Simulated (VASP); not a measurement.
Set up this calculation in VASP 6.6.1, as the native input.

* Task: single point
* Functional: PBE
* Dispersion: D3(BJ)
* Potentials or basis: VASP PAW PBE potentials, release 64 (F, N)
* Cutoff: 520 eV
* k mesh: 3 × 3 × 1
* Occupations: gaussian, width 0.1 eV
* Spin: no spin polarisation
* Dipole correction: yes
* Further INCAR settings: ALGO = Normal; EDIFF = 1e-06; NBANDS = 21

The structure of F3N lies in POSCAR:

```
NF3
1.0
    8.0601468099      0.0000000000      0.0000000000
   -4.0300734049      6.9802918956      0.0000000000
    0.0000000000      0.0000000000     25.6816764450
F N
3 1
Direct
    0.5324849345      0.2034120797      0.6950559090
    0.5291338960      0.4598834690      0.6706495498
    0.7950869914      0.4788584046      0.6960124701
    0.6361253782      0.3675002300      0.6645120658
```

These files were run (other wordings do the same):

INCAR

```
ALGO = Normal ; DIPOL = 0.5 0.5 0.682
EDIFF = 1E-6 ; ENCUT = 520
GGA = PE ; IDIPOL = 3
ISIF = 2 ; ISMEAR = 0
IVDW = 12 ; LASPH = True
LCHARG = False ; LDIPOL = True
LREAL = False ; LWAVE = False
NBANDS = 21 ; NELM = 80
PREC = Accurate ; SIGMA = 0.1
```

KPOINTS

```
k-points
0
Gamma
  3 3 1
```

Potentials or basis: VASP PAW PBE potentials, release 64 (F, N).

Launch:

```sh
$ cat potpaw_PBE.64/F/POTCAR potpaw_PBE.64/N/POTCAR > POTCAR
$ mpirun -np 1 vasp_std > vasp.out
```

It gave:

* Largest force: 0.437 eV/Å
* Gap between the frontier levels: 6.75 eV
* Dispersion energy per atom: -0.008 eV

Wall time 11 min on 1 thread of Intel Xeon 8259CL, with other jobs on the host, peak memory 1.2 GiB.
